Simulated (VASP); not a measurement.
Wanted: the native input for a VASP 6.6.1 run.

| Property | Result |
| --- | --- |
| Task | single point |
| Functional | PBE |
| Potentials or basis | VASP PAW PBE potentials, release 64 (Si, O, H) |
| Cutoff | 520 eV |
| k mesh | 1 × 1 × 1 |
| Occupations | gaussian, width 0.02 eV |
| Spin | no spin polarisation |
| Dipole correction | no |
| Further INCAR settings | LREAL = Auto; ALGO = Normal; EDIFF = 1e-06; NBANDS = 235 |

The structure of Si23H4O48 (a cell with a defect) lies in POSCAR:

```
Si23H4O48
1.0
    9.8316000000      0.0000000000      0.0000000000
   -4.9158000000      8.5144150000      0.0000000000
    0.0000000000      0.0000000000     10.8182000000
Si O H
23 48 4
Direct
    0.2668430000      0.0009767400      0.1634700000
    0.0028516000      0.2703680000      0.3357050000
    0.2306050000      0.2354080000      0.0001007300
    0.2653480000      0.9977494000      0.6636500000
    0.9932126000      0.2663560000      0.8350300000
    0.2323110000      0.2285110000      0.5017520000
    0.2682820000      0.5027390000      0.1672110000
    0.9997803800      0.7676140000      0.3331480000
    0.2338640000      0.7330290000      0.9966533000
    0.9989205000      0.7666930000      0.8327140000
    0.2344290000      0.7356140000      0.4976220000
    0.7692410000      0.0042952000      0.1672390000
    0.4984520000      0.2670890000      0.3326380000
    0.7266420000      0.2320240000      0.0002954000
    0.7657180000      0.0012322000      0.6669000000
    0.4945750000      0.2657660000      0.8320270000
    0.7327730000      0.2338080000      0.4992370000
    0.7651740000      0.5008340000      0.1672980000
    0.5011880000      0.7703670000      0.3320530000
    0.7350830000      0.7369020000      0.0012113000
    0.7631940000      0.4995590000      0.6663380000
    0.5046480000      0.7692100000      0.8316280000
    0.7327490000      0.7354920000      0.4996880000
    0.0687650000      0.2066210000      0.4462400000
    0.2961240000      0.3658270000      0.1099080000
    0.1402060000      0.4347450000      0.2786630000
    0.2024600000      0.0698960000      0.0553950000
    0.3623780000      0.2944360000      0.3913610000
    0.4306990000      0.1384180000      0.2213530000
    0.0654320000      0.2098730000      0.9457150000
    0.3038820000      0.3517710000      0.6166480000
    0.1356700000      0.4290170000      0.7780800000
    0.1997120000      0.0574320000      0.5499300000
    0.3584550000      0.2958220000      0.8879650000
    0.4284840000      0.1364520000      0.7217280000
    0.0679010000      0.7063220000      0.4438320000
    0.2991160000      0.8684090000      0.1031500000
    0.1368330000      0.9300380000      0.2735220000
    0.2040780000      0.5698520000      0.0580140000
    0.3639780000      0.7993980000      0.3865800000
    0.4342950000      0.6406840000      0.2215190000
    0.0677460000      0.7049810000      0.9423610000
    0.2993620000      0.8643310000      0.6090240000
    0.1350350000      0.9300380000      0.7738950000
    0.2058530000      0.5699500000      0.5554350000
    0.3593880000      0.7870590000      0.8833780000
    0.4574520000      0.6484340000      0.7143040000
    0.5683340000      0.2046660000      0.4411890000
    0.7907210000      0.3628830000      0.1097040000
    0.6344730000      0.4331810000      0.2768560000
    0.7032200000      0.0691220000      0.0573170000
    0.8658290000      0.2991990000      0.3913950000
    0.9337440000      0.1415760000      0.2241200000
    0.5617480000      0.2046160000      0.9436860000
    0.7914020000      0.3622690000      0.6109670000
    0.6303510000      0.4323090000      0.7751710000
    0.7053660000      0.0690910000      0.5554790000
    0.8539980000      0.2927100000      0.8882170000
    0.9307640000      0.1366270000      0.7244910000
    0.5684650000      0.7078670000      0.4422990000
    0.7990200000      0.8685060000      0.1101390000
    0.6394420000      0.9356300000      0.2772850000
    0.7054800000      0.5714430000      0.0574340000
    0.8637870000      0.7971160000      0.3899890000
    0.9305870000      0.6356190000      0.2243800000
    0.5697540000      0.7090080000      0.9453830000
    0.7944690000      0.8645580000      0.6107280000
    0.6368080000      0.9393260000      0.7782680000
    0.7041320000      0.5699330000      0.5561050000
    0.8633810000      0.7966100000      0.8896810000
    0.9285160000      0.6335080000      0.7246220000
    0.4522990000      0.5477660000      0.7253400000
    0.2297450000      0.3561110000      0.6755540000
    0.3027980000      0.5849670000      0.5956360000
    0.1154546700      0.4819638500      0.7037292400
```

One way to write it, as run:

INCAR

```
PREC     = Accurate       # precision mode
ENCUT    = 520            # plane-wave cutoff, eV
EDIFF    = 1E-6           # SCF threshold, eV
ISMEAR   = 0              # smearing method
SIGMA    = 0.02           # smearing width, eV
LREAL    = Auto         
LASPH    = T              # aspherical terms in the spheres
NELM     = 100            # most SCF steps
ALGO     = Normal         # electronic algorithm
ISIF     = 2              # what is computed and relaxed
LWAVE    = F              # write WAVECAR
LCHARG   = F              # write CHGCAR
GGA      = PE             # functional
NBANDS   = 235            # bands
```

KPOINTS

```
Automatic mesh
0
Gamma
  1 1 1
```

Potentials or basis: VASP PAW PBE potentials, release 64 (Si, O, H).

Command:

```console
$ cat potpaw_PBE.64/Si/POTCAR potpaw_PBE.64/O/POTCAR potpaw_PBE.64/H/POTCAR > POTCAR
$ mpirun -np 1 vasp_gam > vasp.out
```

Results of the run:

```json
{
  "Pressure": "2.6 GPa",
  "Largest force": "1.519 eV/Å",
  "Band gap on the k mesh": "5.72 eV"
}
```

Caveat: the k points lie up to 0.74 Å⁻¹ apart.

It took 4.8 min on 1 thread of AMD EPYC 7R13 Processor (Zen 3), on a shared host, peak memory 0.95 GiB.
